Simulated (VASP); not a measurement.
# IrS (Fm-3m) in VASP: a series of runs

Runs on IrS. Level: r2SCAN. Tasks: single point.

Program: VASP 6.6.1. These are calculated values, not measurements. Logs are shortened: lines on timing, memory, paths and dates and some standing lists are left out, and cuts for length are marked.

## 1. The cell of the first run

Symmetry: Fm-3m, No. 225, cubic system. Conventional cell: a = 4.921 Å, b = 4.921 Å, c = 4.921 Å, α = 90.00°, β = 90.00°, γ = 90.00°. Ir (site symmetry m-3m) has 6 S at 2.46 Å within 3.2 Å. S (site symmetry m-3m) has 6 Ir at 2.46 Å within 3.2 Å.

## 2. Single point, r2SCAN

File POSCAR:

```
IrS
1.0
    0.0000000000      2.4605182162      2.4605182162
    2.4605182162      0.0000000000      2.4605182162
    2.4605182162      2.4605182162      0.0000000000
Ir S
1 1
Direct
    0.5000000000      0.5000000000      0.5000000000
    0.0000000000      0.0000000000      0.0000000000
```

File INCAR.step1:

```
SYSTEM = IrS
  PREC = Accurate
  ENCUT = 620
  ISMEAR = 0
  SIGMA = 0.05
  LREAL = .False.
  LASPH = .True.
  NELM = 120
  NBANDS = 18
  GGA = PE
  ALGO = Normal
  EDIFF = 1E-5
  LWAVE = .True.
  LCHARG = .False.
  GGA_COMPAT = .False.
```

File INCAR.step2:

```
SYSTEM = IrS
  PREC = Accurate
  ENCUT = 620
  EDIFF = 1E-6
  ISMEAR = 0
  SIGMA = 0.05
  LREAL = .False.
  LASPH = .True.
  NELM = 120
  ALGO = Normal
  ISIF = 2
  LWAVE = .False.
  LCHARG = .True.
  METAGGA = R2SCAN
  LMIXTAU = .True.
  LELF = .True.
  LVHAR = .True.
  NBANDS = 18
  ISTART = 1
  GGA_COMPAT = .False.
```

File KPOINTS:

```
regular mesh
0
Gamma
  12 12 12
  0 0 0
```

Potentials or basis: VASP PAW PBE potentials, release 64 (Ir_sv_GW, S).

On the command line:

```bash
> cat potpaw_PBE.64/Ir_sv_GW/POTCAR potpaw_PBE.64/S/POTCAR > POTCAR
> cp INCAR.step1 INCAR
> mpirun -np 1 vasp_std > vasp.out
> cp INCAR.step2 INCAR
> mpirun -np 1 vasp_std > vasp.out
```

OUTCAR:

```text
SYSTEM = IrS
   PREC = Accurate
   ENCUT = 620
   EDIFF = 1E-6
   ISMEAR = 0
   LREAL = .False.
   LASPH = .True.
   NELM = 120
   ISIF = 2
   METAGGA = R2SCAN
   ISTART = 1

 ion  position               nearest neighbor table
   1  0.500  0.500  0.500-   2 2.46   2 2.46   2 2.46   2 2.46   2 2.46   2 2.46
   2  0.000  0.000  0.000-   1 2.46   1 2.46   1 2.46   1 2.46   1 2.46   1 2.46

  LATTYP: Found a face centered cubic cell.
 ALAT       =     4.9210364324

  Lattice vectors:

 A1 = (   0.0000000000,   2.4605182162,   2.4605182162)
 A2 = (   2.4605182162,   0.0000000000,   2.4605182162)
 A3 = (   2.4605182162,   2.4605182162,   0.0000000000)

Analysis of symmetry for initial positions (statically):
=====================================================================
 Subroutine PRICEL returns:
 Original cell was already a primitive cell.

 Routine SETGRP: Setting up the symmetry group for a
 face centered cubic supercell.

 Subroutine GETGRP returns: Found 48 space group operations
 (whereof 48 operations were pure point group operations)
 out of a pool of 48 trial point group operations.

The static configuration has the point symmetry O_h .

Analysis of symmetry for dynamics (positions and initial velocities):
=====================================================================
 Subroutine PRICEL returns:
 Original cell was already a primitive cell.

 Routine SETGRP: Setting up the symmetry group for a
 face centered cubic supercell.

 Subroutine GETGRP returns: Found 48 space group operations
 (whereof 48 operations were pure point group operations)
 out of a pool of 48 trial point group operations.

The dynamic configuration has the point symmetry O_h .

 Subroutine INISYM returns: Found 48 space group operations
 (whereof 48 operations are pure point group operations),
 and found     1 'primitive' translations

----------------------------------------------------------------------------------------

                                     Primitive cell

  volume of cell :      29.7927

  direct lattice vectors                    reciprocal lattice vectors
     0.000000000  2.460518216  2.460518216    -0.203209225  0.203209225  0.203209225
     2.460518216  0.000000000  2.460518216     0.203209225 -0.203209225  0.203209225
     2.460518216  2.460518216  0.000000000     0.203209225  0.203209225 -0.203209225

  length of vectors
     3.479698232  3.479698232  3.479698232     0.351968702  0.351968702  0.351968702

  position of ions in fractional coordinates (direct lattice)
[... 73 lines left out ...]
   ISPIN  =      1    spin polarized calculation?
   LNONCOLLINEAR =      F non collinear calculations
   LSORBIT =      F    spin-orbit coupling
   LASPH  =      T    aspherical Exc in radial PAW
   ENCUT  =  620.0 eV  45.57 Ry    6.75 a.u.   7.06  7.06  7.06*2*pi/ulx,y,z
   NELM   =    120;   NELMIN=  2; NELMDL=  0     # of ELM steps
   EDIFF  = 0.1E-05   stopping-criterion for ELM
   LREAL  =      F    real-space projection
   EDIFFG = 0.1E-04   stopping-criterion for IOM
   NSW    =      0    number of steps for IOM
   IBRION =     -1    ionic relax: 0-MD 1-quasi-New 2-CG
   NFREE  =      0    steps in history (QN), initial steepest desc. (CG)
   ISIF   =      2    stress and relaxation
   ISYM   =      2    0-nonsym 1-usesym 2-fastsym
   POTIM  = 0.5000    time-step for ionic-motion
   TEBEG  =    0.0;   TEEND  =   0.0 temperature during run
   PSTRESS=    0.0 pullay stress
   NELECT =      23.0000    total number of electrons
   NUPDOWN=      -1.0000    fix difference up-down
   EMIN   =  10.00;   EMAX   =-10.00  energy-range for DOS
   EFERMI =   0.00;   METHOD = LEGACY
   ISMEAR =     0;   SIGMA  =   0.05  broadening in eV -4-tet -1-fermi 0-gaus
   EFERMI_NEDOS =   21; number of points for ismear=-14 and -15
   IALGO  =     38    algorithm
   IMIX   =      4    mixing-type and parameters
     AMIX     =   0.40;   BMIX     =  1.00
     AMIX_MAG =   1.60;   BMIX_MAG =  1.00
  volume/ion in A,a.u.               =      14.90       100.53
  Fermi-wavevector in a.u.,A,eV,Ry     =   1.501807  2.838004 30.686920  2.255425
  Thomas-Fermi vector in A             =   2.613130
   LORBIT       =      0    0 simple, 1 ext, 2 COOP (PROOUT), +10 PAW based schemes
   METAGGA = R2SCAN    functional components
   LHFCALC =     F    Hartree Fock is set to
   AEXX    =    0.0000 exact exchange contribution
   IVDW    =     0    specifies the selected vdW correction
   LEPSILON=     F    determine dielectric tensor
   LRPA    =     F    only Hartree local field effects (RPA)
 non-spin polarized calculation
 Gauss-broadening in eV      SIGMA  =   0.05
  energy-cutoff  :      620.00
  volume of cell :       29.79
 maximum number of plane-waves:      1056
   NGX = 15   NGY = 15   NGZ = 15

 number of electron      22.9999999 magnetization

 Free energy of the ion-electron system (eV)
  ---------------------------------------------------
  ext. energy  EPLUGINS =         0.00000000
  ---------------------------------------------------
  free energy    TOTEN  =       -60.24864612 eV

  energy without entropy =      -60.24678484  energy(sigma->0) =      -60.24771548

 E-fermi :  10.0516     XC(G=0): -13.5072

 val. band max:       10.0451721557   @ k =  -0.4167   0.3333   0.1667
 cond. band min:      10.0804415915   @ k =   0.5000   0.5000   0.0000
 fundamental gap:      0.0352694358
 Fermi energy:        10.0516075205

 k-point     1 :       0.0000    0.0000    0.0000
  band No.  band energies     occupation
      1     -83.6659      2.00000
      2     -39.9623      2.00000
      3     -39.9623      2.00000
      4     -39.9622      2.00000
      5      -6.8839      2.00000
      6       6.8579      2.00000
[... 481 lines left out ...]
      5      -4.7187      2.00000
      6       1.4370      2.00000
[... 10 lines left out ...]
     17      20.1334      0.00000
     18      23.2628      0.00000

 [... further k-points ...]
[... 5 lines left out ...]
  --------------------------------------------------------------------------------------
  -------------------------------------------------------------------------------------
  Total       -0.1276697     -0.1276697     -0.1276697      0.0000000     -0.0000000      0.0000000
  in kB       -6.8657594     -6.8657594     -6.8657594      0.0000000     -0.0000000      0.0000000
  external PRESSURE =      -6.8657594 kB  Pullay stress =       0.0000000 kB

 VOLUME and BASIS-vectors are now :
 -----------------------------------------------------------------------------
  energy-cutoff  :      620.00
  volume of cell :       29.79
      direct lattice vectors                 reciprocal lattice vectors
     0.000000000  2.460518216  2.460518216    -0.203209225  0.203209225  0.203209225
     2.460518216  0.000000000  2.460518216     0.203209225 -0.203209225  0.203209225
     2.460518216  2.460518216  0.000000000     0.203209225  0.203209225 -0.203209225

 POSITION                                       TOTAL-FORCE (eV/Angst)
 -----------------------------------------------------------------------------------
      2.46052      2.46052      2.46052        -0.000000     -0.000000      0.000000
      0.00000      0.00000      0.00000         0.000000      0.000000     -0.000000
 -----------------------------------------------------------------------------------
    total drift:                                0.000000      0.000000      0.000000

  FREE ENERGIE OF THE ION-ELECTRON SYSTEM (eV)
  ---------------------------------------------------
  free  energy   TOTEN  =       -60.2486461178 eV

  energy  without entropy=      -60.2467848449  energy(sigma->0) =      -60.24771548
```

OSZICAR.step1:

```text
N       E                     dE             d eps       ncg     rms          rms(c)
DAV:   1     0.201732643964E+03    0.20173E+03   -0.16516E+04  2680   0.143E+03
DAV:   2    -0.672280167638E+01   -0.20846E+03   -0.20492E+03  3322   0.404E+02
DAV:   3    -0.140149856380E+02   -0.72922E+01   -0.71981E+01  3050   0.708E+01
DAV:   4    -0.140605078616E+02   -0.45522E-01   -0.45446E-01  3200   0.588E+00
DAV:   5    -0.140607360645E+02   -0.22820E-03   -0.22817E-03  2976   0.402E-01    0.601E+01
DAV:   6    -0.127441588032E+02    0.13166E+01   -0.71808E+00  2694   0.172E+01    0.364E+01
DAV:   7    -0.127139752598E+02    0.30184E-01   -0.78574E-01  2658   0.740E+00    0.145E+01
DAV:   8    -0.126692712820E+02    0.44704E-01   -0.13984E-01  2762   0.290E+00    0.741E-01
DAV:   9    -0.126689458982E+02    0.32538E-03   -0.11237E-02  2816   0.711E-01    0.427E-01
DAV:  10    -0.126687897419E+02    0.15616E-03   -0.11293E-03  2892   0.257E-01    0.143E-01
DAV:  11    -0.126687689913E+02    0.20751E-04   -0.78310E-05  2802   0.707E-02    0.900E-02
DAV:  12    -0.126687606632E+02    0.83281E-05   -0.20407E-05  1826   0.326E-02
   1 F= -.12668761E+02 E0= -.12667704E+02  d E =-.211258E-02
```

Wall time 65 s (1 thread of Intel Xeon 6975P-C (Granite Rapids), shared host); peak memory 0.2 GiB.

What came out:

```
Free energy            : -60.2486 eV
Pressure               : -0.7 GPa
Band gap on the k mesh : zero (an odd number of electrons rules out a gap without spin polarisation)
```

Caveat: the PAW data sets were made with another functional, which shifts forces and pressure a little; spin-orbit coupling is left out, which moves the levels of the heavy elements; an odd number of electrons without spin polarisation forces a metal; a magnetic or distorted state may lie lower.

## 3. Single point, r2SCAN (14.84 Å³/atom)

This run uses another cell than the first one, of 14.84 Å³/atom.

File POSCAR:

```
IrS
1.0
    0.0000000000      2.4572839564      2.4572839564
    2.4572839564      0.0000000000      2.4572839564
    2.4572839564      2.4572839564      0.0000000000
Ir S
1 1
Direct
    0.5000000000      0.5000000000      0.5000000000
    0.0000000000      0.0000000000      0.0000000000
```

File INCAR.step1:

```
PREC = Accurate
ENCUT = 620
ISMEAR = 0
SIGMA = 0.05
LREAL = F
LASPH = T
NELM = 120
NBANDS = 18
GGA = PE
ALGO = Normal
EDIFF = 1E-5
LWAVE = T
LCHARG = F
GGA_COMPAT = F
```

File INCAR.step2:

```
PREC = Accurate
ENCUT = 620
EDIFF = 1E-6
ISMEAR = 0
SIGMA = 0.05
LREAL = F
LASPH = T
NELM = 120
ALGO = Normal
ISIF = 2
LWAVE = F
LCHARG = F
METAGGA = R2SCAN
LMIXTAU = T
NBANDS = 18
ISTART = 1
GGA_COMPAT = F
```

File KPOINTS:

```
regular mesh
0
Gamma
  12 12 12
```

Potentials or basis: VASP PAW PBE potentials, release 64 (Ir_sv_GW, S).

On the command line:

```bash
> cat potpaw_PBE.64/Ir_sv_GW/POTCAR potpaw_PBE.64/S/POTCAR > POTCAR
> cp INCAR.step1 INCAR
> mpirun -np 1 vasp_std > vasp.out
> cp INCAR.step2 INCAR
> mpirun -np 1 vasp_std > vasp.out
```

It took 3.5 min on 1 thread of AMD EPYC 7R43 (Zen 3), shared host; peak memory 0.17 GiB.

Results (log left out):

```yaml
Free_energy: -60.2486 eV
Pressure: 0.1 GPa
Band_gap_on_the_k_mesh: zero (an odd number of electrons rules out a gap without spin polarisation)
```

Levels at points of the mesh, in eV from the Fermi level:
| k point | band 9 | band 10 | band 11 | band 12 | band 13 | band 14 | band 15 | band 16 |
| --- | --- | --- | --- | --- | --- | --- | --- | --- |
| (0.00, 0.00, 0.00) | -2.92 | -2.92 | -2.46 | -2.46 | -2.46 | 3.44 | 11.08 | 13.20 |
| (0.50, 0.00, 0.00) | -1.33 | -1.33 | -0.68 | 3.73 | 4.56 | 4.56 | 6.91 | 6.91 |
| (0.50, 0.50, 0.00) | -4.13 | -2.07 | -0.79 | -0.79 | 0.03 | 1.94 | 10.90 | 12.60 |

Caveat: the PAW data sets were made with another functional, which shifts forces and pressure a little; spin-orbit coupling is left out, which moves the levels of the heavy elements; an odd number of electrons without spin polarisation forces a metal; a magnetic or distorted state may lie lower.

The gap in the log of VASP goes by the Fermi energy; the results here count the filled bands.